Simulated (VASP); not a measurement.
# Re (R-3m) in VASP: further runs

The runs below take Re through electric field gradients, with LDA.

Everything below comes from runs of VASP 6.6.1. Logs are shortened: lines on timing, memory, paths and dates and some standing lists are left out, and cuts for length are marked.

**1. The cell of the first run**

The structure is trigonal, space group R-3m (No. 166). The conventional cell has a = 2.765 Å, b = 2.765 Å, c = 6.978 Å, α = 90.00°, β = 90.00°, γ = 120.00°. Within 3.6 Å of Re (site symmetry -3m) lie 12 Re at 2.77 to 2.82 Å.

**2. Electric field gradients, LDA (equal xy, yz and zx shear strains of +2 %)**

Input file INCAR:

```
SYSTEM = Re
ALGO = Normal
EDIFF = 1E-8
ENCUT = 520
GGA = CA
ISIF = 2
ISMEAR = -1
LASPH = .True.
LCHARG = .False.
LEFG = .True.
LREAL = .False.
LWAVE = .False.
NBANDS = 10
NELM = 60
PREC = Accurate
SIGMA = 0.03
```

Input file KPOINTS:

```
k-points
0
Gamma
  14 14 14
  0 0 0
```

Input file POSCAR:

```
Re
1.0
    0.0395000000      1.9947500000      1.9947500000
    1.9947500000      0.0395000000      1.9947500000
    1.9947500000      1.9947500000      0.0395000000
Re
1
Direct
    0.0000000000      0.0000000000      0.0000000000
```

Potentials or basis: VASP PAW LDA potentials, release 64 (Re).

Run with:

```console
$ cat potpaw_LDA.64/Re/POTCAR > POTCAR
$ mpirun -np 1 vasp_std > vasp.out
```

OUTCAR:

```text
SYSTEM = Re
   EDIFF = 1E-8
   ENCUT = 520
   GGA = CA
   ISIF = 2
   ISMEAR = -1
   LASPH = .True.
   LREAL = .False.
   NELM = 60
   PREC = Accurate

 ion  position               nearest neighbor table
   1  0.000  0.000  0.000-

  LATTYP: Found a trigonal (rhomboedric) cell.
 ALAT       =     2.8212790318
 COS(alpha) =     0.5197000882

  Lattice vectors:

 A1 = (   0.0395000000,   1.9947500000,   1.9947500000)
 A2 = (   1.9947500000,   0.0395000000,   1.9947500000)
 A3 = (   1.9947500000,   1.9947500000,   0.0395000000)

Analysis of symmetry for initial positions (statically):
=====================================================================
 Subroutine PRICEL returns:
 Original cell was already a primitive cell.

 Routine SETGRP: Setting up the symmetry group for a
 trigonal (rhombohedral) supercell.

 Subroutine GETGRP returns: Found 12 space group operations
 (whereof 12 operations were pure point group operations)
 out of a pool of 12 trial point group operations.

The static configuration has the point symmetry D_3d.

Analysis of symmetry for dynamics (positions and initial velocities):
=====================================================================
 Subroutine PRICEL returns:
 Original cell was already a primitive cell.

 Routine SETGRP: Setting up the symmetry group for a
 trigonal (rhombohedral) supercell.

 Subroutine GETGRP returns: Found 12 space group operations
 (whereof 12 operations were pure point group operations)
 out of a pool of 12 trial point group operations.

The dynamic configuration has the point symmetry D_3d.

 Subroutine INISYM returns: Found 12 space group operations
 (whereof 12 operations are pure point group operations),
 and found     1 'primitive' translations

----------------------------------------------------------------------------------------

                                     Primitive cell

  volume of cell :      15.4029

  direct lattice vectors                    reciprocal lattice vectors
     0.039500000  1.994750000  1.994750000    -0.258228851  0.253214698  0.253214698
     1.994750000  0.039500000  1.994750000     0.253214698 -0.258228851  0.253214698
     1.994750000  1.994750000  0.039500000     0.253214698  0.253214698 -0.258228851

  length of vectors
[... 116 lines left out ...]
   NGX = 11   NGY = 11   NGZ = 11

 number of electron       7.0000000 magnetization

 Free energy of the ion-electron system (eV)
  ---------------------------------------------------
  ext. energy  EPLUGINS =         0.00000000
  ---------------------------------------------------
  free energy    TOTEN  =       -13.60683788 eV

  energy without entropy =      -13.60274868  energy(sigma->0) =      -13.60479328

 E-fermi :   7.5507     XC(G=0): -13.5960

 val. band max:        7.5476568020   @ k =   0.1429   0.1429  -0.0000
 cond. band min:       7.5529531399   @ k =  -0.4286   0.4286   0.0714
 fundamental gap:      0.0052963378
 Fermi energy:         7.5507027229

 k-point     1 :       0.0000    0.0000    0.0000
  band No.  band energies     occupation
      1      -2.1984      2.00000
      2       5.3778      2.00000
      3       5.8896      2.00000
      4       5.8896      2.00000
      5       8.7008      0.00000
      6       8.7008      0.00000
      7      21.4630      0.00000
      8      26.2750      0.00000
      9      27.1219      0.00000
     10      27.1219      0.00000
[... 287 lines left out ...]
 k-point    24 :       0.2857    0.1429   -0.0000
  band No.  band energies     occupation
      1       0.5664      2.00000
      2       4.1685      2.00000
      3       6.0237      2.00000
      4       6.8049      2.00000
      5       8.3458      0.00000
      6       9.6950      0.00000
      7      22.7756      0.00000
      8      25.8482      0.00000
      9      27.4738      0.00000
     10      28.6333      0.00000

 [... further k-points ...]
[... 5 lines left out ...]
  --------------------------------------------------------------------------------------
  -------------------------------------------------------------------------------------
  Total       -2.1797259     -2.1797259     -2.1797259     -0.3201227     -0.3201227     -0.3201227
  in kB     -226.7308425   -226.7308425   -226.7308425    -33.2985397    -33.2985397    -33.2985397
  external PRESSURE =    -226.7308425 kB  Pullay stress =       0.0000000 kB

 VOLUME and BASIS-vectors are now :
 -----------------------------------------------------------------------------
  energy-cutoff  :      520.00
  volume of cell :       15.40
      direct lattice vectors                 reciprocal lattice vectors
     0.039500000  1.994750000  1.994750000    -0.258228851  0.253214698  0.253214698
     1.994750000  0.039500000  1.994750000     0.253214698 -0.258228851  0.253214698
     1.994750000  1.994750000  0.039500000     0.253214698  0.253214698 -0.258228851

 POSITION                                       TOTAL-FORCE (eV/Angst)
 -----------------------------------------------------------------------------------
      0.00000      0.00000      0.00000        -0.000000      0.000000     -0.000000
 -----------------------------------------------------------------------------------
    total drift:                               -0.000000     -0.000000     -0.000000

  FREE ENERGIE OF THE ION-ELECTRON SYSTEM (eV)
  ---------------------------------------------------
  free  energy   TOTEN  =       -13.6068378814 eV

  energy  without entropy=      -13.6027486828  energy(sigma->0) =      -13.60479328

 Electric field gradients (V/A^2)
---------------------------------------------------------------------
 ion       V_xx      V_yy      V_zz      V_xy      V_xz      V_yz
---------------------------------------------------------------------
   1      -0.000     0.000     0.000    33.817    33.817    33.817
---------------------------------------------------------------------

 Electric field gradients after diagonalization (V/A^2)
 (convention: |V_zz| > |V_xx| > |V_yy|)
----------------------------------------------------------------------
 ion       V_xx      V_yy      V_zz     asymmetry (V_yy - V_xx)/ V_zz
----------------------------------------------------------------------
   1     -33.817   -33.817    67.633       0.000
----------------------------------------------------------------------

           NMR quadrupolar parameters

 Cq : quadrupolar parameter    Cq=e*Q*V_zz/h
 eta: asymmetry parameters     (V_yy - V_xx)/ V_zz
 Q  : nuclear electric quadrupole moment in mb (millibarn)
----------------------------------------------------------------------
 ion       Cq(MHz)       eta       Q (mb)
----------------------------------------------------------------------
   1       0.164       0.000       1.000
----------------------------------------------------------------------
```

stdout:

```text
POSCAR found type information on POSCAR Re
 POSCAR found :  1 types and       1 ions
 scaLAPACK will be used
 LDA part: xc-table for (Slater(with rela. corr.)+CA(PZ))
 , standard interpolation
 POSCAR, INCAR and KPOINTS ok, starting setup
 FFT: planning ... GRIDC
 FFT: planning ... GRID_SOFT
 FFT: planning ... GRID
 WAVECAR not read
 entering main loop
ion   1
```

Wall time 26 s (1 thread of Intel Xeon Platinum 8488C (Sapphire Rapids), shared host); peak memory 0.16 GiB.

What came out:

```yaml
Free_energy: -13.6068 eV
Pressure: -22.7 GPa
Band_gap_on_the_k_mesh: zero (an odd number of electrons rules out a gap without spin polarisation)
Largest_electric_field_gradient_by_atom: Re +67.6 V/Å²
```

Electric field gradients, principal values (V/Å²):
```tsv
atom	least	middle	greatest (by size)
1 Re	-33.817	-33.817	67.633
```

Caveat: the cell differs from its parent crystal (equal xy, yz and zx shear strains of +2 %); the cell stands under tension; without QUAD_EFG the Cq values of the log hold for a quadrupole moment of 1 mb, not for the nuclei; spin-orbit coupling is left out, which moves the levels of the heavy elements.

**3. Electric field gradients, LDA (equal xy, yz and zx shear strains of -2 %)**

Input file INCAR:

```
PREC     = Accurate       # precision mode
ENCUT    = 520            # plane-wave cutoff, eV
EDIFF    = 1E-8           # SCF threshold, eV
ISMEAR   = -1             # smearing method
SIGMA    = 0.03           # smearing width, eV
LREAL    = F              # projectors in reciprocal space
LASPH    = T              # aspherical terms in the spheres
NELM     = 80             # most SCF steps
ALGO     = Normal         # electronic algorithm
ISIF     = 2              # what is computed and relaxed
LWAVE    = F              # write WAVECAR
LCHARG   = F              # write CHGCAR
LEFG     = T            
NBANDS   = 10             # bands
```

Input file KPOINTS:

```
regular mesh
0
Gamma
  14 14 14
```

Input file POSCAR:

```
Re
1.0
   -0.0395000000      1.9552500000      1.9552500000
    1.9552500000     -0.0395000000      1.9552500000
    1.9552500000      1.9552500000     -0.0395000000
Re
1
Direct
    0.0000000000      0.0000000000      0.0000000000
```

Potentials or basis: VASP PAW LDA potentials, release 64 (Re).

Run with:

```console
$ cat potpaw_LDA.64/Re/POTCAR > POTCAR
$ mpirun -np 1 vasp_std > vasp.out
```

OUTCAR:

```text
PREC = Accurate
   ENCUT = 520
   EDIFF = 1E-8
   ISMEAR = -1
   LREAL = F
   LASPH = T
   NELM = 80
   ISIF = 2

 ion  position               nearest neighbor table
   1  0.000  0.000  0.000-

  LATTYP: Found a trigonal (rhomboedric) cell.
 ALAT       =     2.7654231819
 COS(alpha) =     0.4797000918

  Lattice vectors:

 A1 = (  -0.0395000000,   1.9552500000,   1.9552500000)
 A2 = (   1.9552500000,  -0.0395000000,   1.9552500000)
 A3 = (   1.9552500000,   1.9552500000,  -0.0395000000)

Analysis of symmetry for initial positions (statically):
=====================================================================
 Subroutine PRICEL returns:
 Original cell was already a primitive cell.

 Routine SETGRP: Setting up the symmetry group for a
 trigonal (rhombohedral) supercell.

 Subroutine GETGRP returns: Found 12 space group operations
 (whereof 12 operations were pure point group operations)
 out of a pool of 12 trial point group operations.

The static configuration has the point symmetry D_3d.

Analysis of symmetry for dynamics (positions and initial velocities):
=====================================================================
 Subroutine PRICEL returns:
 Original cell was already a primitive cell.

 Routine SETGRP: Setting up the symmetry group for a
 trigonal (rhombohedral) supercell.

 Subroutine GETGRP returns: Found 12 space group operations
 (whereof 12 operations were pure point group operations)
 out of a pool of 12 trial point group operations.

The dynamic configuration has the point symmetry D_3d.

 Subroutine INISYM returns: Found 12 space group operations
 (whereof 12 operations are pure point group operations),
 and found     1 'primitive' translations
[... 149 lines left out ...]
  band No.  band energies     occupation
      1      -2.1987      2.00000
      2       5.5367      2.00000
      3       5.5367      2.00000
      4       6.0901      2.00000
      5       8.7024      0.00000
      6       8.7024      0.00000
      7      21.4660      0.00000
      8      26.5429      0.00000
      9      26.5429      0.00000
     10      27.4309      0.00000
[... 287 lines left out ...]
 k-point    24 :       0.2857    0.1429    0.0000
  band No.  band energies     occupation
      1       0.5289      2.00000
      2       4.1383      2.00000
      3       5.9032      2.00000
      4       7.0647      2.00000
      5       8.2288      0.00000
      6       9.7729      0.00000
      7      22.6106      0.00000
      8      25.6446      0.00000
      9      27.9246      0.00000
     10      28.5537      0.00000

 [... further k-points ...]
[... 5 lines left out ...]
  --------------------------------------------------------------------------------------
  -------------------------------------------------------------------------------------
  Total       -2.1866571     -2.1866571     -2.1866571      0.2703153      0.2703153      0.2703153
  in kB     -227.4527275   -227.4527275   -227.4527275     28.1177862     28.1177862     28.1177862
  external PRESSURE =    -227.4527275 kB  Pullay stress =       0.0000000 kB

 VOLUME and BASIS-vectors are now :
 -----------------------------------------------------------------------------
  energy-cutoff  :      520.00
  volume of cell :       15.40
      direct lattice vectors                 reciprocal lattice vectors
    -0.039500000  1.955250000  1.955250000    -0.248100243  0.253215712  0.253215712
     1.955250000 -0.039500000  1.955250000     0.253215712 -0.248100243  0.253215712
     1.955250000  1.955250000 -0.039500000     0.253215712  0.253215712 -0.248100243

 POSITION                                       TOTAL-FORCE (eV/Angst)
 -----------------------------------------------------------------------------------
      0.00000      0.00000      0.00000         0.000000     -0.000000      0.000000
 -----------------------------------------------------------------------------------
    total drift:                               -0.000000      0.000000      0.000000

  FREE ENERGIE OF THE ION-ELECTRON SYSTEM (eV)
  ---------------------------------------------------
  free  energy   TOTEN  =       -13.6081226908 eV

  energy  without entropy=      -13.6046126121  energy(sigma->0) =      -13.60636765

 Electric field gradients (V/A^2)
---------------------------------------------------------------------
 ion       V_xx      V_yy      V_zz      V_xy      V_xz      V_yz
---------------------------------------------------------------------
   1       0.000    -0.000    -0.000   -29.334   -29.334   -29.334
---------------------------------------------------------------------

 Electric field gradients after diagonalization (V/A^2)
 (convention: |V_zz| > |V_xx| > |V_yy|)
----------------------------------------------------------------------
 ion       V_xx      V_yy      V_zz     asymmetry (V_yy - V_xx)/ V_zz
----------------------------------------------------------------------
   1      29.334    29.334   -58.668       0.000
----------------------------------------------------------------------

           NMR quadrupolar parameters

 Cq : quadrupolar parameter    Cq=e*Q*V_zz/h
 eta: asymmetry parameters     (V_yy - V_xx)/ V_zz
 Q  : nuclear electric quadrupole moment in mb (millibarn)
----------------------------------------------------------------------
 ion       Cq(MHz)       eta       Q (mb)
----------------------------------------------------------------------
   1      -0.142       0.000       1.000
----------------------------------------------------------------------
```

Wall time 30 s (1 thread of Intel Xeon Platinum 8488C (Sapphire Rapids), shared host); peak memory 0.16 GiB.

What came out:

* Free energy: -13.6081 eV
* Pressure: -22.7 GPa
* Band gap on the k mesh: zero (an odd number of electrons rules out a gap without spin polarisation)
* Largest electric field gradient by atom: Re -58.7 V/Å²

Electric field gradients, principal values (V/Å²):
```csv
atom,least,middle,greatest (by size)
1 Re,29.334,29.334,-58.668
```

Caveat: the cell differs from its parent crystal (equal xy, yz and zx shear strains of -2 %); the cell stands under tension; without QUAD_EFG the Cq values of the log hold for a quadrupole moment of 1 mb, not for the nuclei; spin-orbit coupling is left out, which moves the levels of the heavy elements.
